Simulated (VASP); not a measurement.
# CoSi2 (I4mm) in VASP: notebook, part 2 of 2

VASP 6.6.1. The steps go on from the part before.

### 4 Single point, PBEsol (atoms displaced along a vibrational mode, the cell strained)

Input file INCAR:

```
SYSTEM = CoSi2
PREC = Accurate ; ENCUT = 520
EDIFF = 1E-6 ; ISMEAR = 0
SIGMA = 0.15 ; LREAL = .False.
LASPH = .True. ; NELM = 80
ALGO = Normal ; ISIF = 2
LWAVE = .False. ; LCHARG = .False.
GGA = PS ; NBANDS = 16
```

Input file KPOINTS:

```
regular mesh
0
Gamma
  14 14 14
  0 0 0
```

Input file POSCAR:

```
CoSi2
1.0
    0.0000000000      2.6343054433      2.6343054433
    2.6343054433      0.0000000000      2.6343054433
    2.6343054433      2.6343054433      0.0000000000
Co Si
1 2
Direct
    0.0120558520     -0.0120558520     -0.0120558520
    0.2373510795      0.2626489205      0.2626489205
    0.7373510795      0.7626489205      0.7626489205
```

Potentials or basis: VASP PAW PBE potentials, release 64 (Co, Si).

Started as:

```console
$ cat potpaw_PBE.64/Co/POTCAR potpaw_PBE.64/Si/POTCAR > POTCAR
$ mpirun -np 1 vasp_std > vasp.out
```

OUTCAR:

```text
SYSTEM = CoSi2
   PREC = Accurate
   ENCUT = 520
   EDIFF = 1E-6
   ISMEAR = 0
   LREAL = .False.
   LASPH = .True.
   NELM = 80
   ISIF = 2
   GGA = PS

 ion  position               nearest neighbor table
   1  0.012  0.988  0.988-   3 2.21   3 2.21   2 2.21   2 2.21   3 2.36   3 2.36   2 2.36   2 2.36

   2  0.237  0.263  0.263-   1 2.21   1 2.21   1 2.36   1 2.36   3 2.63   3 2.63   3 2.63   3 2.63
                             3 2.63   3 2.63
   3  0.737  0.763  0.763-   1 2.21   1 2.21   1 2.36   1 2.36   2 2.63   2 2.63   2 2.63   2 2.63
                             2 2.63   2 2.63

  LATTYP: Found a face centered cubic cell.
 ALAT       =     5.2686108866

  Lattice vectors:

 A1 = (   0.0000000000,   2.6343054433,   2.6343054433)
 A2 = (   2.6343054433,   0.0000000000,   2.6343054433)
 A3 = (   2.6343054433,   2.6343054433,   0.0000000000)

Analysis of symmetry for initial positions (statically):
=====================================================================
 Subroutine PRICEL returns:
 Original cell was already a primitive cell.

 Routine SETGRP: Setting up the symmetry group for a
 face centered cubic supercell.

 Subroutine GETGRP returns: Found  8 space group operations
 (whereof  8 operations were pure point group operations)
 out of a pool of 48 trial point group operations.

The static configuration has the point symmetry C_4v.

Analysis of symmetry for dynamics (positions and initial velocities):
=====================================================================
 Subroutine PRICEL returns:
 Original cell was already a primitive cell.

 Routine SETGRP: Setting up the symmetry group for a
 face centered cubic supercell.

 Subroutine GETGRP returns: Found  8 space group operations
 (whereof  8 operations were pure point group operations)
 out of a pool of 48 trial point group operations.

The dynamic configuration has the point symmetry C_4v.

 Subroutine INISYM returns: Found  8 space group operations
 (whereof  8 operations are pure point group operations),
 and found     1 'primitive' translations

----------------------------------------------------------------------------------------

                                     Primitive cell

  volume of cell :      36.5619

  direct lattice vectors                    reciprocal lattice vectors
     0.000000000  2.634305443  2.634305443    -0.189803351  0.189803351  0.189803351
     2.634305443  0.000000000  2.634305443     0.189803351 -0.189803351  0.189803351
     2.634305443  2.634305443  0.000000000     0.189803351  0.189803351 -0.189803351

  length of vectors
     3.725470485  3.725470485  3.725470485     0.328749047  0.328749047  0.328749047

  position of ions in fractional coordinates (direct lattice)
     0.012055852  0.987944148  0.987944148
     0.237351080  0.262648920  0.262648920
     0.737351080  0.762648920  0.762648920

  ion indices of the primitive-cell ions
   primitive index   ion index
                 1           1
                 2           2
                 3           3

----------------------------------------------------------------------------------------

 KPOINTS: regular mesh

Automatic generation of k-mesh.
 Grid dimensions read from file:
 generate k-points for:   14   14   14

 Generating k-lattice:

  Cartesian coordinates                     Fractional coordinates (reciprocal lattice)
    -0.013557382  0.013557382  0.013557382     0.071428571  0.000000000  0.000000000
     0.013557382 -0.013557382  0.013557382     0.000000000  0.071428571  0.000000000
     0.013557382  0.013557382 -0.013557382     0.000000000  0.000000000  0.071428571

  Length of vectors
     0.023482075  0.023482075  0.023482075

  Shift w.r.t. Gamma in fractional coordinates (k-lattice)
     0.000000000  0.000000000  0.000000000

 Subroutine IBZKPT returns following result:
 ===========================================

 Found    244 irreducible k-points:

 Following reciprocal coordinates:
            Coordinates               Weight
  0.000000  0.000000  0.000000      1.000000
  0.071429  0.000000  0.000000      8.000000
  0.142857  0.000000  0.000000      8.000000
  0.214286  0.000000  0.000000      8.000000
  0.285714  0.000000  0.000000      8.000000
  0.357143  0.000000  0.000000      8.000000
[... 16 lines left out ...]
 -0.428571  0.071429  0.000000     16.000000
  0.000000 -0.428571  0.071429      8.000000
 [... further k-points ...]
   k-points           NKPTS =    244   k-points in BZ     NKDIM =    244   number of bands    NBANDS=     16
   number of dos      NEDOS =    301   number of ions     NIONS =      3
   total plane-waves  NPLWV =  21952
   dimension x,y,z NGX =    28 NGY =   28 NGZ =   28
   dimension x,y,z NGXF=    56 NGYF=   56 NGZF=   56
   ions per type =               1   2
   NGX,Y,Z   is equivalent  to a cutoff of  12.49, 12.49, 12.49 a.u.
   NGXF,Y,Z  is equivalent  to a cutoff of  24.99, 24.99, 24.99 a.u.
 SYSTEM =  CoSi2
   PREC   = accura    normal or accurate (medium, high low for compatibility)
   ISTART =      0    job   : 0-new  1-cont  2-samecut
   ICHARG =      2    charge: 1-file 2-atom 10-const
   ISPIN  =      1    spin polarized calculation?
   LNONCOLLINEAR =      F non collinear calculations
   LSORBIT =      F    spin-orbit coupling
   LASPH  =      T    aspherical Exc in radial PAW
   ENCUT  =  520.0 eV  38.22 Ry    6.18 a.u.   6.93  6.93  6.93*2*pi/ulx,y,z
   NELM   =     80;   NELMIN=  2; NELMDL= -5     # of ELM steps
   EDIFF  = 0.1E-05   stopping-criterion for ELM
   LREAL  =      F    real-space projection
   EDIFFG = 0.1E-04   stopping-criterion for IOM
   NSW    =      0    number of steps for IOM
   IBRION =     -1    ionic relax: 0-MD 1-quasi-New 2-CG
   NFREE  =      0    steps in history (QN), initial steepest desc. (CG)
   ISIF   =      2    stress and relaxation
   ISYM   =      2    0-nonsym 1-usesym 2-fastsym
   POTIM  = 0.5000    time-step for ionic-motion
   TEBEG  =    0.0;   TEEND  =   0.0 temperature during run
   PSTRESS=    0.0 pullay stress
   NELECT =      17.0000    total number of electrons
   NUPDOWN=      -1.0000    fix difference up-down
   EMIN   =  10.00;   EMAX   =-10.00  energy-range for DOS
   EFERMI =   0.00;   METHOD = LEGACY
   ISMEAR =     0;   SIGMA  =   0.15  broadening in eV -4-tet -1-fermi 0-gaus
   EFERMI_NEDOS =   21; number of points for ismear=-14 and -15
   IALGO  =     38    algorithm
   IMIX   =      4    mixing-type and parameters
     AMIX     =   0.40;   BMIX     =  1.00
     AMIX_MAG =   1.60;   BMIX_MAG =  1.00
  volume/ion in A,a.u.               =      12.19        82.24
  Fermi-wavevector in a.u.,A,eV,Ry     =   1.268280  2.396701 21.885422  1.608533
  Thomas-Fermi vector in A             =   2.401383
   LORBIT       =      0    0 simple, 1 ext, 2 COOP (PROOUT), +10 PAW based schemes
   GGA     = PS    functional components
   LHFCALC =     F    Hartree Fock is set to
   AEXX    =    0.0000 exact exchange contribution
   IVDW    =     0    specifies the selected vdW correction
   LEPSILON=     F    determine dielectric tensor
   LRPA    =     F    only Hartree local field effects (RPA)
 non-spin polarized calculation
 Gauss-broadening in eV      SIGMA  =   0.15
  energy-cutoff  :      520.00
  volume of cell :       36.56
 maximum number of plane-waves:      1006
   NGX = 13   NGY = 13   NGZ = 13

 number of electron      16.9999999 magnetization

 Free energy of the ion-electron system (eV)
  ---------------------------------------------------
  ext. energy  EPLUGINS =         0.00000000
  ---------------------------------------------------
  free energy    TOTEN  =       -20.85438975 eV

  energy without entropy =      -20.84332387  energy(sigma->0) =      -20.84885681

 E-fermi :  10.6896     XC(G=0): -12.0798

 val. band max:       10.6456429770   @ k =   0.4286   0.0714   0.0000
 cond. band min:      10.6944155735   @ k =   0.4286   0.2143   0.0714
 fundamental gap:      0.0487725965
 Fermi energy:        10.6895812486

 k-point     1 :       0.0000    0.0000    0.0000
  band No.  band energies     occupation
      1      -2.8288      2.00000
      2       6.3343      2.00000
      3       6.3760      2.00000
      4       6.3760      2.00000
      5       8.5620      2.00000
      6       8.5842      2.00000
[... 433 lines left out ...]
      3       6.6628      2.00000
      4       6.9056      2.00000
      5       8.2417      2.00000
      6       8.5995      2.00000
[... 8 lines left out ...]
     15      20.6876      0.00000
     16      21.6472      0.00000

 [... further k-points ...]

------------------------ aborting loop because EDIFF is reached ----------------------------------------

  FORCE on cell =-STRESS in cart. coord.  units (eV):
  Direction    XX          YY          ZZ          XY          YZ          ZX
  --------------------------------------------------------------------------------------
  -------------------------------------------------------------------------------------
  Total        1.3974710      1.6340339      1.6340339      0.0000000      0.0000000      0.0000000
  in kB       61.2385660     71.6049845     71.6049845      0.0000000      0.0000000      0.0000000
  external PRESSURE =      68.1495117 kB  Pullay stress =       0.0000000 kB

 VOLUME and BASIS-vectors are now :
 -----------------------------------------------------------------------------
  energy-cutoff  :      520.00
  volume of cell :       36.56
      direct lattice vectors                 reciprocal lattice vectors
     0.000000000  2.634305443  2.634305443    -0.189803351  0.189803351  0.189803351
     2.634305443  0.000000000  2.634305443     0.189803351 -0.189803351  0.189803351
     2.634305443  2.634305443  0.000000000     0.189803351  0.189803351 -0.189803351

 POSITION                                       TOTAL-FORCE (eV/Angst)
 -----------------------------------------------------------------------------------
      5.20509      2.63431      2.63431         1.812074      0.000000      0.000000
      1.38379      1.31715      1.31715        -0.906037      0.000000      0.000000
      4.01810      3.95146      3.95146        -0.906037      0.000000      0.000000
 -----------------------------------------------------------------------------------
    total drift:                               -0.000243     -0.000002     -0.000002

  FREE ENERGIE OF THE ION-ELECTRON SYSTEM (eV)
  ---------------------------------------------------
  free  energy   TOTEN  =       -20.8543897522 eV

  energy  without entropy=      -20.8433238654  energy(sigma->0) =      -20.84885681
```

OSZICAR:

```text
N       E                     dE             d eps       ncg     rms          rms(c)
DAV:   1     0.590765308672E+02    0.59077E+02   -0.68029E+03  7832   0.102E+03
DAV:   2    -0.192226858992E+02   -0.78299E+02   -0.69761E+02  8672   0.204E+02
DAV:   3    -0.224066987318E+02   -0.31840E+01   -0.31295E+01 10296   0.455E+01
DAV:   4    -0.224607030918E+02   -0.54004E-01   -0.53974E-01  9320   0.567E+00
DAV:   5    -0.224623143333E+02   -0.16112E-02   -0.16112E-02 10320   0.102E+00    0.157E+01
DAV:   6    -0.256429174844E+02   -0.31806E+01   -0.24519E+01  8328   0.105E+02    0.167E+01
DAV:   7    -0.209151967536E+02    0.47277E+01   -0.11054E+01  9848   0.818E+01    0.367E+00
DAV:   8    -0.208884203166E+02    0.26776E-01   -0.70057E-01  9096   0.510E+00    0.185E+00
DAV:   9    -0.208547346953E+02    0.33686E-01   -0.80229E-02  9848   0.540E+00    0.486E-01
DAV:  10    -0.208544898328E+02    0.24486E-03   -0.59224E-03 11000   0.109E+00    0.108E-01
DAV:  11    -0.208543831201E+02    0.10671E-03   -0.58837E-04 10576   0.434E-01    0.398E-02
DAV:  12    -0.208543902403E+02   -0.71202E-05   -0.34930E-05  9288   0.518E-02    0.979E-03
DAV:  13    -0.208543897522E+02    0.48807E-06   -0.28772E-06  9640   0.284E-02
   1 F= -.20854390E+02 E0= -.20848857E+02  d E =-.110659E-01
```

Run time: 77 s. Hardware: 1 thread of AMD EPYC 9R45 (Zen 5), shared host; peak memory 0.23 GiB.

Results:

| Property | Result |
| --- | --- |
| Free energy | -20.8544 eV |
| Pressure | 6.8 GPa |
| Largest force | 1.812 eV/Å |
| Band gap on the k mesh | zero (an odd number of electrons rules out a gap without spin polarisation) |

Forces in eV/Å, atoms in the order of the input:
```
Co   1.812  0.000  0.000
Si  -0.906  0.000  0.000
Si  -0.906  0.000  0.000
```

Caveat: the cell differs from its parent crystal (atoms displaced along a vibrational mode, the cell strained); the cell stands under pressure; the PAW data sets were made with another functional, which shifts forces and pressure a little; an odd number of electrons without spin polarisation forces a metal; a magnetic or distorted state may lie lower.

### 5 Summary

```csv
cell,gap on the mesh (eV),pressure (GPa),largest force (eV/Å)
"a = 3.694 Å, angles 60.0°, 3 atoms, atomic positions A",none,12.8,1.97
"a = 3.694 Å, angles 60.0°, 3 atoms, atomic positions B",none,14.0,2.63
"a = 3.725 Å, angles 60.0°, 3 atoms, atomic positions A",none,6.8,1.81
```

Alike in all rows: task single point; level PBEsol; potentials or basis VASP PAW PBE potentials, release 64 (Co, Si); no spin polarisation; k mesh 14 × 14 × 14; cutoff (eV) 520; smearing gaussian 0.15 eV.

Caveats: the cell stands under pressure; the PAW data sets were made with another functional, which shifts forces and pressure a little; an odd number of electrons without spin polarisation forces a metal; a magnetic or distorted state may lie lower.

Absolute energies hang on the potentials; compare differences alone.

The gap in the log of VASP goes by the Fermi energy; the results here count the filled bands.